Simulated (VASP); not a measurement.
Crystal: Al3Cu2.

```
Al Cu
1.0
     4.09195    0.00000    0.00000
    -2.04598    3.54373    0.00000
     0.00000    0.00000    4.99278
Al Cu
3 2
Direct
  0.00000 0.00000 0.00000
  0.33333 0.66667 0.34993
  0.66667 0.33333 0.65007
  0.33333 0.66667 0.83951
  0.66667 0.33333 0.16049
```

Base run:

- Program: VASP 6.6.1
- Functional: PBEsol
- Potentials or basis: VASP PAW PBE potentials, release 64 (Al, Cu)
- Cutoff: 520 eV
- k mesh: 12 × 12 × 8
- Occupations: fermi-dirac, width 0.3 eV
- Spin: no spin polarisation

Its results: pressure 1.5 GPa; largest force 0.104 eV/Å.

After a change of settings the same cell gave: pressure 0.4 GPa; largest force 0.064 eV/Å. Which change was it?
A. occupations from fermi-dirac, width 0.3 eV to gaussian, width 0.1 eV; dispersion from none to D3(BJ)
B. occupations from fermi-dirac, width 0.3 eV to gaussian, width 0.02 eV
C. occupations from fermi-dirac, width 0.3 eV to gaussian, width 0.2 eV

C.

Caveats: the PAW data sets were made with another functional, which shifts forces and pressure a little.
